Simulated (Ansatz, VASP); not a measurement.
One calculation of CsSnBr3, two programs

```xyz
5
Lattice="5.8411 0.0000 0.0000 0.0000 5.8411 0.0000 0.0000 0.0000 5.8411" Properties=species:S:1:pos:R:3 pbc="T T T"
Cs    0.0000    0.0000    0.0000
Sn    2.9206    2.9206    2.9206
Br    2.9206    2.9206    0.0000
Br    2.9206    0.0000    2.9206
Br    0.0000    2.9206    2.9206
```

Alike in both runs: task single point; functional PBE; k mesh 4 × 4 × 4; no spin polarisation.

|  | VASP | Ansatz |
| --- | --- | --- |
| version | VASP 6.6.1 | Ansatz 0.2.0 |
| potentials or method | VASP PAW PBE potentials, release 64 (Cs_sv, Sn_d, Br) | plane waves, PAW |
| plane-wave cutoff (eV) | 500 | 420 |
| occupations | gaussian, width 0.01 eV | fixed |
| valence electrons in the cell | 44 | 44 |

|  | VASP | Ansatz | Ansatz less VASP |
| --- | --- | --- | --- |
| gap on the k mesh at the Fermi level (eV) | 0.50 | 0.50 | 0.000 |

Spin-orbit coupling is off throughout.
